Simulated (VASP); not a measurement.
# Na (Im-3m) in VASP: a series of runs, part 2 of 2

VASP 6.6.1.

**4. Single point, PBE**

INCAR

```
SYSTEM = Na
  PREC = Accurate
  ENCUT = 500
  EDIFF = 1E-6
  ISMEAR = 0
  SIGMA = 0.1
  LREAL = .FALSE.
  LASPH = .TRUE.
  NELM = 120
  ALGO = Normal
  ISIF = 2
  LWAVE = .FALSE.
  LCHARG = .TRUE.
  GGA = PE
  LELF = .TRUE.
  LVHAR = .TRUE.
  NBANDS = 10
  GGA_COMPAT = .FALSE.
```

KPOINTS

```
Automatic mesh
0
G
  4 4 4
  0 0 0
```

POSCAR

```
Na
1.0
   -2.1040267987      2.1040267987      2.1040267987
    2.1040267987     -2.1040267987      2.1040267987
    2.1040267987      2.1040267987     -2.1040267987
Na
1
Direct
    0.0000000000      0.0000000000      0.0000000000
```

Potentials or basis: VASP PAW PBE potentials, release 64 (Na_pv).

Run with:

```bash
$ cat potpaw_PBE.64/Na_pv/POTCAR > POTCAR
$ mpirun -np 1 vasp_std > vasp.out
```

OUTCAR:

```text
SYSTEM = Na
   PREC = Accurate
   ENCUT = 500
   EDIFF = 1E-6
   ISMEAR = 0
   LREAL = .FALSE.
   LASPH = .TRUE.
   NELM = 120
   ISIF = 2
   GGA = PE

 ion  position               nearest neighbor table
   1  0.000  0.000  0.000-

  LATTYP: Found a body centered cubic cell.
 ALAT       =     4.2080535974

  Lattice vectors:

 A1 = (  -2.1040267987,   2.1040267987,   2.1040267987)
 A2 = (   2.1040267987,  -2.1040267987,   2.1040267987)
 A3 = (   2.1040267987,   2.1040267987,  -2.1040267987)

Analysis of symmetry for initial positions (statically):
=====================================================================
 Subroutine PRICEL returns:
 Original cell was already a primitive cell.

 Routine SETGRP: Setting up the symmetry group for a
 body centered cubic supercell.

 Subroutine GETGRP returns: Found 48 space group operations
 (whereof 48 operations were pure point group operations)
 out of a pool of 48 trial point group operations.

The static configuration has the point symmetry O_h .

Analysis of symmetry for dynamics (positions and initial velocities):
=====================================================================
 Subroutine PRICEL returns:
 Original cell was already a primitive cell.

 Routine SETGRP: Setting up the symmetry group for a
 body centered cubic supercell.

 Subroutine GETGRP returns: Found 48 space group operations
 (whereof 48 operations were pure point group operations)
 out of a pool of 48 trial point group operations.

The dynamic configuration has the point symmetry O_h .

 Subroutine INISYM returns: Found 48 space group operations
 (whereof 48 operations are pure point group operations),
 and found     1 'primitive' translations

----------------------------------------------------------------------------------------

                                     Primitive cell
[... 95 lines left out ...]
  Thomas-Fermi vector in A             =   2.064772
   LORBIT       =      0    0 simple, 1 ext, 2 COOP (PROOUT), +10 PAW based schemes
   GGA     = PE    functional components
   LHFCALC =     F    Hartree Fock is set to
   AEXX    =    0.0000 exact exchange contribution
   IVDW    =     0    specifies the selected vdW correction
   LEPSILON=     F    determine dielectric tensor
   LRPA    =     F    only Hartree local field effects (RPA)
 non-spin polarized calculation
 Gauss-broadening in eV      SIGMA  =   0.10
  energy-cutoff  :      500.00
  volume of cell :       37.26
 maximum number of plane-waves:       962
 NGX is ok and might be reduce to    28
   NGX = 13   NGY = 13   NGZ = 13

 number of electron       7.0000007 magnetization

 Free energy of the ion-electron system (eV)
  ---------------------------------------------------
  ext. energy  EPLUGINS =         0.00000000
  ---------------------------------------------------
  free energy    TOTEN  =        -1.20668307 eV

  energy without entropy =       -1.18564146  energy(sigma->0) =       -1.19616227

 E-fermi :   0.2483     XC(G=0):  -6.4900

 val. band max:        0.2408690241   @ k =   0.2500   0.2500   0.0000
 cond. band min:       1.0702797117   @ k =   0.5000   0.0000   0.0000
 fundamental gap:      0.8294106876
 Fermi energy:         0.2482677267

 k-point     1 :       0.0000    0.0000    0.0000
  band No.  band energies     occupation
      1     -24.5915      2.00000
      2     -24.5915      2.00000
      3     -24.5915      2.00000
      4      -2.9537      2.00000
      5      12.0138      0.00000
      6      12.0139      0.00000
      7      12.0139      0.00000
      8      13.0113      0.00000
      9      13.0113      0.00000
     10      13.5655      0.00000
[... 79 lines left out ...]
 k-point     8 :       0.5000    0.5000    0.5000
  band No.  band energies     occupation
      1     -24.6168      2.00000
      2     -24.6168      2.00000
      3     -24.6168      2.00000
      4       4.8249      0.00000
      5       4.8249      0.00000
      6       5.1939      0.00000
      7       5.1940      0.00000
      8       5.1940      0.00000
      9       7.9578      0.00000
     10      19.7027      0.00000

------------------------ aborting loop because EDIFF is reached ----------------------------------------

  FORCE on cell =-STRESS in cart. coord.  units (eV):
  Direction    XX          YY          ZZ          XY          YZ          ZX
  --------------------------------------------------------------------------------------
  -------------------------------------------------------------------------------------
  Total        0.0503066      0.0503066      0.0503066     -0.0000000     -0.0000000     -0.0000000
  in kB        2.1633264      2.1633264      2.1633264     -0.0000000     -0.0000000     -0.0000000
  external PRESSURE =       2.1633264 kB  Pullay stress =       0.0000000 kB

 VOLUME and BASIS-vectors are now :
 -----------------------------------------------------------------------------
  energy-cutoff  :      500.00
  volume of cell :       37.26
      direct lattice vectors                 reciprocal lattice vectors
    -2.104026799  2.104026799  2.104026799     0.000000000  0.237639559  0.237639559
     2.104026799 -2.104026799  2.104026799     0.237639559  0.000000000  0.237639559
     2.104026799  2.104026799 -2.104026799     0.237639559  0.237639559  0.000000000

 POSITION                                       TOTAL-FORCE (eV/Angst)
 -----------------------------------------------------------------------------------
      0.00000      0.00000      0.00000        -0.000000      0.000000      0.000000
 -----------------------------------------------------------------------------------
    total drift:                               -0.000000     -0.000000     -0.000000

  FREE ENERGIE OF THE ION-ELECTRON SYSTEM (eV)
  ---------------------------------------------------
  free  energy   TOTEN  =        -1.2066830748 eV

  energy  without entropy=       -1.1856414648  energy(sigma->0) =       -1.19616227
```

It used 5.5 s of CPU time on 1 thread of Intel Xeon 8259CL, with other jobs on the host.

What came out:

- Free energy: -1.2067 eV
- Pressure: 0.2 GPa

Levels at points of the mesh, in eV from the Fermi level:
```tsv
k point	band 1	band 2	band 3	band 4	band 5	band 6	band 7	band 8
(0.00, 0.00, 0.00)	-24.84	-24.84	-24.84	-3.20	11.77	11.77	11.77	12.76
(0.50, 0.00, 0.00)	-24.87	-24.85	-24.84	0.82	1.28	8.25	9.19	9.30
(0.50, 0.50, 0.50)	-24.87	-24.87	-24.87	4.58	4.58	4.95	4.95	4.95
```

Caveat: the k points lie up to 0.53 Å⁻¹ apart.

**5. Overview**

| cell | k mesh | gap on the mesh (eV) | pressure (GPa) |
| --- | --- | --- | --- |
| a = 3.644 Å, angles 109.5°, 1 atom | 3 × 3 × 3 | none | -0.5 |
| a = 3.343 Å, angles 109.5°, 1 atom | 4 × 4 × 4 | none | 3.5 |
| a = 3.644 Å, angles 109.5°, 1 atom | 4 × 4 × 4 | none | 0.2 |

Alike in all rows: task single point; level PBE; potentials or basis VASP PAW PBE potentials, release 64 (Na_pv); no spin polarisation; cutoff (eV) 500; smearing gaussian 0.1 eV.

Caveats: all runs use coarse meshes.

Total energies depend on the potentials used, so only differences within one code and one set of settings carry meaning.
